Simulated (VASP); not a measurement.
Here is a VASP 6.6.1 calculation.

INCAR

```
PREC = Accurate ; ENCUT = 520
EDIFF = 1E-7 ; ISMEAR = 0
SIGMA = 0.05 ; LREAL = False
LASPH = True ; NELM = 80
ALGO = Normal ; ISIF = 2
LWAVE = False ; LCHARG = False
GGA = PE ; NBANDS = 16
```

File KPOINTS:

```
Automatic mesh
0
Gamma
  10 10 10
```

Contents of POSCAR:

```
Si
1.0
   -3.4014544573      3.4014544573      1.9626559606
    3.4014544573     -3.4014544573      1.9626559606
    3.4014544573      3.4014544573     -1.9626559606
Si
4
Direct
    0.1664887805      0.1664887805      0.3572210152
    0.8092677652      0.8092677652      0.6427789848
    0.1907322348      0.8335112195      0.0000000000
    0.8335112195      0.1907322348      0.0000000000
```

Potentials or basis: VASP PAW PBE potentials, release 64 (Si).

Launch:

```bash
$ cat potpaw_PBE.64/Si/POTCAR > POTCAR
$ mpirun -np 1 vasp_std > vasp.out
```

(1) Predict the pressure.

(2) Estimate the largest force.

(3) What does it give for the band gap on the k mesh?

## Answers

(1) -3.8 GPa.

(2) 0.148 eV/Å.

(3) 0.43 eV (least direct gap 0.52 eV).

Caveat: the cell differs from its parent crystal (atoms displaced along a vibrational mode, the cell strained); the cell stands under tension; semilocal functionals underestimate gaps, and a narrow one can read as zero.
